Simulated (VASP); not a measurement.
# SnO (Pmn2_1) in VASP: further runs, part 2 of 2

VASP 6.6.1.

### Step 5. Single point, PBE (uniaxial x strain +4.1%)

INCAR

```
ALGO = Normal
EDIFF = 1E-6
ENCUT = 520
GGA = PE
ISIF = 2
ISMEAR = -1
LASPH = True
LCHARG = False
LREAL = False
LWAVE = False
NBANDS = 28
NELM = 100
PREC = Accurate
SIGMA = 0.02
```

KPOINTS

```
k-points
0
Gamma
  8 4 6
```

POSCAR

```
SnO
1.0
    3.4392031775      0.0000000000      0.0000000000
    0.0000000000      5.7577049671      0.0000000000
    0.0000000000      0.0000000000      4.0008070933
Sn O
2 2
Direct
    0.0000000000      0.2265434688      0.5079087085
    0.5000000000      0.7734565312      0.0079087085
    0.0000000000      0.8985775737      0.7420922915
    0.5000000000      0.1014224263      0.2420922915
```

Potentials or basis: VASP PAW PBE potentials, release 64 (Sn_d, O).

On the command line:

```bash
> cat potpaw_PBE.64/Sn_d/POTCAR potpaw_PBE.64/O/POTCAR > POTCAR
> mpirun -np 1 vasp_std > vasp.out
```

OUTCAR:

```text
EDIFF = 1E-6
   ENCUT = 520
   GGA = PE
   ISIF = 2
   ISMEAR = -1
   LASPH = True
   LREAL = False
   NELM = 100
   PREC = Accurate

 ion  position               nearest neighbor table
   1  0.000  0.227  0.508-   3 2.11   4 2.15   4 2.15   2 3.71   2 3.71   2 3.71   2 3.71
   2  0.500  0.773  0.008-   4 2.11   3 2.15   3 2.15   1 3.71   1 3.71   1 3.71   1 3.71
   3  0.000  0.899  0.742-   1 2.11   2 2.15   2 2.15
   4  0.500  0.101  0.242-   2 2.11   1 2.15   1 2.15

  LATTYP: Found a simple orthorhombic cell.
 ALAT       =     3.4392031775
 B/A-ratio  =     1.1632947770
 C/A-ratio  =     1.6741392322

  Lattice vectors:

 A1 = (  -3.4392031775,   0.0000000000,   0.0000000000)
 A2 = (   0.0000000000,   0.0000000000,   4.0008070933)
 A3 = (   0.0000000000,   5.7577049671,   0.0000000000)

Analysis of symmetry for initial positions (statically):
=====================================================================
 Subroutine PRICEL returns:
 Original cell was already a primitive cell.

 Routine SETGRP: Setting up the symmetry group for a
 simple orthorhombic supercell.

 Subroutine GETGRP returns: Found  4 space group operations
 (whereof  2 operations were pure point group operations)
 out of a pool of  8 trial point group operations.

The static configuration has the point symmetry C_1h.
 The point group associated with its full space group is C_2v.

Analysis of symmetry for dynamics (positions and initial velocities):
=====================================================================
 Subroutine PRICEL returns:
 Original cell was already a primitive cell.

 Routine SETGRP: Setting up the symmetry group for a
 simple orthorhombic supercell.

 Subroutine GETGRP returns: Found  4 space group operations
[... 117 lines left out ...]
   TEBEG  =    0.0;   TEEND  =   0.0 temperature during run
   PSTRESS=    0.0 pullay stress
   NELECT =      40.0000    total number of electrons
   NUPDOWN=      -1.0000    fix difference up-down
   EMIN   =  10.00;   EMAX   =-10.00  energy-range for DOS
   EFERMI =   0.00;   METHOD = LEGACY
   ISMEAR =    -1;   SIGMA  =   0.02  broadening in eV -4-tet -1-fermi 0-gaus
   EFERMI_NEDOS =   21; number of points for ismear=-14 and -15
   IALGO  =     38    algorithm
   IMIX   =      4    mixing-type and parameters
     AMIX     =   0.40;   BMIX     =  1.00
     AMIX_MAG =   1.60;   BMIX_MAG =  1.00
  volume/ion in A,a.u.               =      19.81       133.66
  Fermi-wavevector in a.u.,A,eV,Ry     =   1.303597  2.463440 23.121251  1.699364
  Thomas-Fermi vector in A             =   2.434588
   LORBIT       =      0    0 simple, 1 ext, 2 COOP (PROOUT), +10 PAW based schemes
   GGA     = PE    functional components
   LHFCALC =     F    Hartree Fock is set to
   AEXX    =    0.0000 exact exchange contribution
   IVDW    =     0    specifies the selected vdW correction
   LEPSILON=     F    determine dielectric tensor
   LRPA    =     F    only Hartree local field effects (RPA)
 non-spin polarized calculation
  energy-cutoff  :      520.00
  volume of cell :       79.22
 maximum number of plane-waves:      2179
 NGX is ok and might be reduce to    28
   NGX = 13   NGY = 21   NGZ = 15

 number of electron      39.9999986 magnetization

 Free energy of the ion-electron system (eV)
  ---------------------------------------------------
  ext. energy  EPLUGINS =         0.00000000
  ---------------------------------------------------
  free energy    TOTEN  =       -22.39175759 eV

  energy without entropy =      -22.39175759  energy(sigma->0) =      -22.39175759

 E-fermi :   5.6878     XC(G=0):  -9.5979

 val. band max:        5.2356856633   @ k =   0.0000   0.0000   0.0000
 cond. band min:       6.6495735276   @ k =   0.3750   0.5000   0.0000
 fundamental gap:      1.4138878643
 Fermi energy:         5.6877742915

 k-point     1 :       0.0000    0.0000    0.0000
  band No.  band energies     occupation
      1     -16.2378      2.00000
      2     -15.8565      2.00000
      3     -15.7886      2.00000
      4     -15.7628      2.00000
      5     -15.7355      2.00000
      6     -15.7144      2.00000
[... 733 lines left out ...]
     27      14.0908      0.00000
     28      15.4632      0.00000

 [... further k-points ...]
[... 5 lines left out ...]
  --------------------------------------------------------------------------------------
  -------------------------------------------------------------------------------------
  Total        0.8646149      2.0073588      1.6652807      0.0000000      0.0000000      0.0000000
  in kB       17.4855149     40.5957666     33.6777593      0.0000000      0.0000000      0.0000000
  external PRESSURE =      30.5863469 kB  Pullay stress =       0.0000000 kB

 VOLUME and BASIS-vectors are now :
 -----------------------------------------------------------------------------
  energy-cutoff  :      520.00
  volume of cell :       79.22
      direct lattice vectors                 reciprocal lattice vectors
     3.439203178  0.000000000  0.000000000     0.290765026  0.000000000  0.000000000
     0.000000000  5.757704967  0.000000000     0.000000000  0.173680313  0.000000000
     0.000000000  0.000000000  4.000807093     0.000000000  0.000000000  0.249949567

 POSITION                                       TOTAL-FORCE (eV/Angst)
 -----------------------------------------------------------------------------------
      0.00000      1.30437      2.03204         0.000000      0.576357      0.145469
      1.71960      4.45333      0.03164         0.000000     -0.576357      0.145469
      0.00000      5.17374      2.96897         0.000000     -0.138906     -0.145469
      1.71960      0.58396      0.96856         0.000000      0.138906     -0.145469
 -----------------------------------------------------------------------------------
    total drift:                                0.000000      0.000000      0.000073

  FREE ENERGIE OF THE ION-ELECTRON SYSTEM (eV)
  ---------------------------------------------------
  free  energy   TOTEN  =       -22.3917575895 eV

  energy  without entropy=      -22.3917575895  energy(sigma->0) =      -22.39175759
```

It took 73 s on 1 thread of AMD EPYC 9R45 (Zen 5), shared host; peak memory 0.23 GiB.

What came out:

```yaml
Free_energy: -22.3918 eV
Pressure: 3.1 GPa
Largest_force: 0.594 eV/Å
Band_gap_on_the_k_mesh: 1.41 eV, indirect (least direct gap 2.37 eV)
```

Forces in eV/Å, atoms in the order of the input:
```
Sn   0.000  0.576  0.145
Sn   0.000 -0.576  0.145
O    0.000 -0.139 -0.145
O    0.000  0.139 -0.145
```

Stress tensor (GPa, compression positive):
```
1.75 0.00 0.00
0.00 4.06 0.00
0.00 0.00 3.37
```

Levels at points of the mesh, in eV from the valence-band top:
```tsv
k point	band 17	band 18	band 19	band 20	band 21	band 22	band 23	band 24
(0.00, 0.00, 0.00)	-3.84	-3.04	-2.21	0.00	2.69	2.90	5.88	6.02
(0.50, 0.00, 0.00)	-2.88	-2.88	-1.52	-1.52	2.68	2.68	5.66	5.66
(0.00, 0.50, 0.00)	-4.07	-3.07	-1.92	-1.68	3.41	4.09	4.60	5.16
(0.50, 0.50, 0.00)	-2.93	-2.93	-1.24	-1.24	1.97	1.97	6.39	6.39
(0.00, 0.00, 0.50)	-3.66	-3.66	-1.83	-1.83	2.15	2.15	5.28	5.28
(0.50, 0.00, 0.50)	-3.41	-3.41	-1.18	-1.18	1.99	1.99	4.27	4.27
(0.00, 0.50, 0.50)	-3.30	-3.30	-1.60	-1.60	1.67	1.67	5.63	5.63
(0.50, 0.50, 0.50)	-3.64	-3.64	-0.63	-0.63	2.34	2.34	3.93	3.93
```

Caveat: the cell differs from its parent crystal (uniaxial x strain +4.1%); spin-orbit coupling is left out, which moves the levels of the heavy elements.

### Step 6. The runs side by side

| cell | gap on the mesh (eV) | pressure (GPa) | largest force (eV/Å) |
| --- | --- | --- | --- |
| a = 3.128, b = 5.452, c = 4.001 Å, 4 atoms | 1.06 | 9.8 | 0.67 |
| a = 3.293, b = 5.739, c = 3.988 Å, 4 atoms | 1.38 | 5.1 | 0.63 |
| a = 3.303, b = 5.758, c = 4.001 Å, 4 atoms | 1.41 | 4.8 | 0.62 |
| a = 3.439, b = 5.758, c = 4.001 Å, 4 atoms | 1.41 | 3.1 | 0.59 |

Alike in all rows: task single point; level PBE; potentials or basis VASP PAW PBE potentials, release 64 (Sn_d, O); no spin polarisation; k mesh 8 × 4 × 6; cutoff (eV) 520; smearing fermi-dirac 0.02 eV.

Caveats: spin-orbit coupling is left out, which moves the levels of the heavy elements.

Absolute energies hang on the potentials; compare differences alone.
